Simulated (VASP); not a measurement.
# Zr6BiC2 (P4/mmm) in VASP: relaxation of cell and atoms with PBE

Aim: the relaxation of cell and atoms of Zr6BiC2 with PBE.

Program: VASP 6.6.1. These are calculated values, not measurements. Logs are shortened: lines on timing, memory, paths and dates and some standing lists are left out, and cuts for length are marked.

## Step 1: The cell of the first run

The structure is tetragonal, space group P4/mmm (No. 123). Conventional cell: a = 6.605 Å, b = 6.605 Å, c = 4.670 Å, α = 90.00°, β = 90.00°, γ = 90.00°. Within 3.1 Å of Zr (site symmetry m2m) lie 2 C at 2.34 Å. Zr (site symmetry mmm) has 2 C at 2.34 Å within 3.1 Å. Within 4.3 Å of Bi (site symmetry 4/mmm) lie 12 Zr at 3.30 Å and 8 C at 4.04 Å. C (site symmetry mmm) has 6 Zr at 2.34 Å within 3.1 Å.

## Step 2: Relaxation of cell and atoms, PBE

INCAR

```
PREC     = Accurate       # precision mode
ENCUT    = 600            # plane-wave cutoff, eV
EDIFF    = 1E-6           # SCF threshold, eV
ISMEAR   = 0              # smearing method
SIGMA    = 0.1            # smearing width, eV
LREAL    = False          # projectors in reciprocal space
LASPH    = True           # aspherical terms in the spheres
NELM     = 60             # most SCF steps
ALGO     = Normal         # electronic algorithm
ISIF     = 3              # what is computed and relaxed
LWAVE    = False          # write WAVECAR
LCHARG   = False          # write CHGCAR
GGA      = PE             # functional
IBRION   = 2              # ionic algorithm
NSW      = 90             # ionic steps
EDIFFG   = -0.04          # ionic threshold
```

KPOINTS

```
Automatic mesh
0
Gamma
  4 4 4
```

POSCAR

```
Zr6BiC2
1.0
    6.6047373900      0.0000000000      0.0000000000
    0.0000000000      6.6047373900      0.0000000000
    0.0000000000      0.0000000000      4.6702546000
Zr Bi C
6 1 2
Direct
    0.2500000000      0.2500000000      0.0000000000
    0.2500000000      0.7500000000      0.0000000000
    0.0000000000      0.5000000000      0.5000000000
    0.7500000000      0.7500000000      0.0000000000
    0.7500000000      0.2500000000      0.0000000000
    0.5000000000      0.0000000000      0.5000000000
    0.5000000000      0.5000000000      0.5000000000
    0.0000000000      0.5000000000      0.0000000000
    0.5000000000      0.0000000000      0.0000000000
```

Potentials or basis: VASP PAW PBE potentials, release 64 (Zr_sv, Bi_d, C).

The run is started by

```console
cat potpaw_PBE.64/Zr_sv/POTCAR potpaw_PBE.64/Bi_d/POTCAR potpaw_PBE.64/C/POTCAR > POTCAR
mpirun -np 1 vasp_std > vasp.out
```

OUTCAR:

```text
PREC = Accurate
   ENCUT = 600
   EDIFF = 1E-6
   ISMEAR = 0
   LREAL = False
   LASPH = True
   NELM = 60
   ISIF = 3
   GGA = PE
   IBRION = 2
   NSW = 90
   EDIFFG = -0.04

 ion  position               nearest neighbor table
   1  0.250  0.250  0.000-   8 2.34   9 2.34   2 3.30   5 3.30   2 3.30   5 3.30   6 3.30   3 3.30
                             6 3.30   7 3.30   7 3.30   3 3.30
   2  0.250  0.750  0.000-   8 2.34   9 2.34   1 3.30   4 3.30   1 3.30   4 3.30   6 3.30   3 3.30
                             6 3.30   7 3.30   7 3.30   3 3.30
   3  0.000  0.500  0.500-   8 2.34   8 2.34   7 3.30   7 3.30   1 3.30   2 3.30   1 3.30   2 3.30
                             4 3.30   5 3.30   4 3.30   5 3.30
   4  0.750  0.750  0.000-   8 2.34   9 2.34   2 3.30   5 3.30   5 3.30   2 3.30   6 3.30   3 3.30
                             6 3.30   7 3.30   7 3.30   3 3.30
   5  0.750  0.250  0.000-   8 2.34   9 2.34   1 3.30   4 3.30   4 3.30   1 3.30   6 3.30   3 3.30
                             6 3.30   7 3.30   7 3.30   3 3.30
   6  0.500  0.000  0.500-   9 2.34   9 2.34   7 3.30   7 3.30   1 3.30   2 3.30   1 3.30   2 3.30
                             4 3.30   5 3.30   4 3.30   5 3.30
   7  0.500  0.500  0.500-   3 3.30   6 3.30   6 3.30   3 3.30   5 3.30   2 3.30   1 3.30   2 3.30
                             4 3.30   5 3.30   1 3.30   4 3.30
   8  0.000  0.500  0.000-   1 2.34   2 2.34   4 2.34   5 2.34   3 2.34   3 2.34
   9  0.500  0.000  0.000-   1 2.34   2 2.34   4 2.34   5 2.34   6 2.34   6 2.34

  LATTYP: Found a simple tetragonal cell.
 ALAT       =     6.6047373900
 C/A-ratio  =     0.7071067817

  Lattice vectors:

 A1 = (   6.6047373900,   0.0000000000,   0.0000000000)
 A2 = (   0.0000000000,   6.6047373900,   0.0000000000)
 A3 = (   0.0000000000,   0.0000000000,   4.6702546000)

Analysis of symmetry for initial positions (statically):
=====================================================================
 Subroutine PRICEL returns:
 Original cell was already a primitive cell.

 Routine SETGRP: Setting up the symmetry group for a
 simple tetragonal supercell.

 Subroutine GETGRP returns: Found 16 space group operations
 (whereof 16 operations were pure point group operations)
 out of a pool of 16 trial point group operations.

The static configuration has the point symmetry D_4h.

Analysis of symmetry for dynamics (positions and initial velocities):
=====================================================================
 Subroutine PRICEL returns:
 Original cell was already a primitive cell.

 Routine SETGRP: Setting up the symmetry group for a
 simple tetragonal supercell.

 Subroutine GETGRP returns: Found 16 space group operations
 (whereof 16 operations were pure point group operations)
 out of a pool of 16 trial point group operations.
[... 102 lines left out ...]
   ISPIN  =      1    spin polarized calculation?
   LNONCOLLINEAR =      F non collinear calculations
   LSORBIT =      F    spin-orbit coupling
   LASPH  =      T    aspherical Exc in radial PAW
   ENCUT  =  600.0 eV  44.10 Ry    6.64 a.u.  13.19 13.19  9.33*2*pi/ulx,y,z
   NELM   =     60;   NELMIN=  2; NELMDL= -5     # of ELM steps
   EDIFF  = 0.1E-05   stopping-criterion for ELM
   LREAL  =      F    real-space projection
   EDIFFG = -.4E-01   stopping-criterion for IOM
   NSW    =     90    number of steps for IOM
   IBRION =      2    ionic relax: 0-MD 1-quasi-New 2-CG
   NFREE  =      1    steps in history (QN), initial steepest desc. (CG)
   ISIF   =      3    stress and relaxation
   ISYM   =      2    0-nonsym 1-usesym 2-fastsym
   POTIM  = 0.5000    time-step for ionic-motion
   TEBEG  =    0.0;   TEEND  =   0.0 temperature during run
   PSTRESS=    0.0 pullay stress
   NELECT =      95.0000    total number of electrons
   NUPDOWN=      -1.0000    fix difference up-down
   EMIN   =  10.00;   EMAX   =-10.00  energy-range for DOS
   EFERMI =   0.00;   METHOD = LEGACY
   ISMEAR =     0;   SIGMA  =   0.10  broadening in eV -4-tet -1-fermi 0-gaus
   EFERMI_NEDOS =   21; number of points for ismear=-14 and -15
   IALGO  =     38    algorithm
   IMIX   =      4    mixing-type and parameters
     AMIX     =   0.40;   BMIX     =  1.00
     AMIX_MAG =   1.60;   BMIX_MAG =  1.00
  volume/ion in A,a.u.               =      22.64       152.76
  Fermi-wavevector in a.u.,A,eV,Ry     =   1.269498  2.399004 21.927504  1.611626
  Thomas-Fermi vector in A             =   2.402536
   LORBIT       =      0    0 simple, 1 ext, 2 COOP (PROOUT), +10 PAW based schemes
   GGA     = PE    functional components
   LHFCALC =     F    Hartree Fock is set to
   AEXX    =    0.0000 exact exchange contribution
   IVDW    =     0    specifies the selected vdW correction
   LEPSILON=     F    determine dielectric tensor
   LRPA    =     F    only Hartree local field effects (RPA)
 conjugate gradient relaxation of ions
 non-spin polarized calculation
 Gauss-broadening in eV      SIGMA  =   0.10
  energy-cutoff  :      600.00
  volume of cell :      203.73
 maximum number of plane-waves:      6842
 NGX is ok and might be reduce to    54
   NGX = 27   NGY = 27   NGZ = 19

--------------------------------------- Ionic step        1  -------------------------------------------

 number of electron      94.9999996 magnetization

 Free energy of the ion-electron system (eV)
  ---------------------------------------------------
  ext. energy  EPLUGINS =         0.00000000
  ---------------------------------------------------
  free energy    TOTEN  =       -74.37254415 eV

  energy without entropy =      -74.33080335  energy(sigma->0) =      -74.35167375

------------------------ aborting loop because EDIFF is reached ----------------------------------------

  FORCE on cell =-STRESS in cart. coord.  units (eV):
  Direction    XX          YY          ZZ          XY          YZ          ZX
  --------------------------------------------------------------------------------------
  -------------------------------------------------------------------------------------
  Total       -8.8950308     -8.8950308     -7.6928500      0.0000000      0.0000000      0.0000000
  in kB      -69.9530043    -69.9530043    -60.4987193      0.0000000      0.0000000      0.0000000
  external PRESSURE =     -66.8015760 kB  Pullay stress =       0.0000000 kB
[... 245 lines left out ...]
--------------------------------------- Ionic step        7  -------------------------------------------

 number of electron      95.0000005 magnetization

 Free energy of the ion-electron system (eV)
  ---------------------------------------------------
  ext. energy  EPLUGINS =         0.00000000
  ---------------------------------------------------
  free energy    TOTEN  =       -74.69733212 eV

  energy without entropy =      -74.66715305  energy(sigma->0) =      -74.68224259

 E-fermi :   8.3353     XC(G=0): -10.7619

 val. band max:        8.3333954227   @ k =   0.5000   0.5000   0.2500
 cond. band min:       8.3439188103   @ k =   0.2500   0.2500   0.2500
 fundamental gap:      0.0105233876
 Fermi energy:         8.3353080623

 k-point     1 :       0.0000    0.0000    0.0000
  band No.  band energies     occupation
      1     -40.6707      2.00000
      2     -40.5859      2.00000
      3     -40.5768      2.00000
      4     -40.5768      2.00000
      5     -40.5395      2.00000
      6     -40.5304      2.00000
[... 1105 lines left out ...]
  FREE ENERGIE OF THE ION-ELECTRON SYSTEM (eV)
  ---------------------------------------------------
  free  energy   TOTEN  =       -74.6973321219 eV

  energy  without entropy=      -74.6671530501  energy(sigma->0) =      -74.68224259

 reached required accuracy - stopping structural energy minimisation
```

OSZICAR:

```text
N       E                     dE             d eps       ncg     rms          rms(c)
DAV:   1     0.124347174684E+04    0.12435E+04   -0.51620E+04  2052   0.189E+03
DAV:   2     0.642384025813E+02   -0.11792E+04   -0.11456E+04  2174   0.547E+02
DAV:   3    -0.726812450791E+02   -0.13692E+03   -0.13252E+03  2884   0.172E+02
[... 75 lines left out ...]
DAV:   4    -0.746973075319E+02    0.18245E-02   -0.59100E-03  2608   0.427E-01    0.103E-01
DAV:   5    -0.746973364322E+02   -0.28900E-04   -0.70151E-04  2775   0.121E-01    0.488E-02
DAV:   6    -0.746973349775E+02    0.14548E-05   -0.63627E-05  3275   0.372E-02    0.168E-02
DAV:   7    -0.746973329346E+02    0.20429E-05   -0.92207E-06  2491   0.121E-02    0.557E-03
DAV:   8    -0.746973321219E+02    0.81276E-06   -0.75281E-07  1440   0.525E-03
   7 F= -.74697332E+02 E0= -.74682243E+02  d E =-.328462E-02
```

CONTCAR:

```text
Zr6BiC2
   1.00000000000000
     6.4527991414015275   -0.0000000000000000   -0.0000000000000000
     0.0000000000000000    6.4527991414015275   -0.0000000000000000
    -0.0000000000000000    0.0000000000000000    4.5788650954329704
  Zr              Bi              C
     6     1     2
Direct
     0.2442806384188538    0.2442806384188538    0.0000000000000000
     0.2442806384188538    0.7557193615811463    0.0000000000000000
     0.0000000000000000    0.5000000000000000    0.5000000000000000
     0.7557193615811463    0.7557193615811463    0.0000000000000000
     0.7557193615811463    0.2442806384188538    0.0000000000000000
     0.5000000000000000    0.0000000000000000    0.5000000000000000
     0.5000000000000000    0.5000000000000000    0.5000000000000000
     0.0000000000000000    0.5000000000000000    0.0000000000000000
     0.5000000000000000    0.0000000000000000    0.0000000000000000

  0.00000000E+00  0.00000000E+00  0.00000000E+00
  0.00000000E+00  0.00000000E+00  0.00000000E+00
  0.00000000E+00  0.00000000E+00  0.00000000E+00
  0.00000000E+00  0.00000000E+00  0.00000000E+00
  0.00000000E+00  0.00000000E+00  0.00000000E+00
  0.00000000E+00  0.00000000E+00  0.00000000E+00
  0.00000000E+00  0.00000000E+00  0.00000000E+00
  0.00000000E+00  0.00000000E+00  0.00000000E+00
  0.00000000E+00  0.00000000E+00  0.00000000E+00
```

Wall time 17 min (1 thread of Intel Xeon Platinum 8488C (Sapphire Rapids), shared host); peak memory 0.48 GiB.

What came out:

```yaml
Free_energy: -74.6973 eV
Relaxed_volume: 21.18 Å³/atom
Relaxed_cell: a = 6.453 Å, b = 6.453 Å, c = 4.579 Å, α = 90.00°, β = 90.00°, γ = 90.00°
Space_group_after_relaxing_to_0.1_Å: P4/mmm (No. 123)
Energy_gained_by_relaxing: 36.1 meV/atom
Ionic_steps: 7
Pressure_after_relaxing: -0.2 GPa
Largest_force_after_relaxing: 0.011 eV/Å
Band_gap_on_the_k_mesh: zero (an odd number of electrons rules out a gap without spin polarisation)
```

Forces in eV/Å, atoms in the order of the input:
```
Zr   0.008  0.008  0.000
Zr   0.008 -0.008  0.000
Zr   0.000  0.000  0.000
Zr  -0.008 -0.008  0.000
Zr  -0.008  0.008  0.000
Zr   0.000  0.000  0.000
Bi   0.000  0.000  0.000
C    0.000  0.000  0.000
C    0.000  0.000  0.000
```

The path:
| step | energy change (eV) | largest force (eV/Å) | pressure (GPa) | volume (Å³) |
| --- | --- | --- | --- | --- |
| 1 | 0.0000 | 0.2448 | -6.68 | 203.73 |
| 2 | 0.1034 | 0.5034 | 10.11 | 177.15 |
| 3 | -0.2920 | 0.3545 | 0.00 | 190.86 |
| 4 | -0.2920 | 0.3570 | 0.15 | 190.60 |
| 5 | -0.3109 | 0.2320 | 0.12 | 190.47 |
| 6 | -0.3215 | 0.0379 | 0.10 | 190.27 |
| 7 | -0.3248 | 0.0112 | -0.20 | 190.66 |

Final structure:
```xyz
9
Lattice="6.4528 0.0000 0.0000 0.0000 6.4528 0.0000 0.0000 0.0000 4.5789" Properties=species:S:1:pos:R:3 pbc="T T T"
Zr    1.5763    1.5763    0.0000
Zr    1.5763    4.8765    0.0000
Zr    0.0000    3.2264    2.2894
Zr    4.8765    4.8765    0.0000
Zr    4.8765    1.5763    0.0000
Zr    3.2264    0.0000    2.2894
Bi    3.2264    3.2264    2.2894
C     0.0000    3.2264    0.0000
C     3.2264    0.0000    0.0000
```

Caveat: spin-orbit coupling is left out, which moves the levels of the heavy elements.
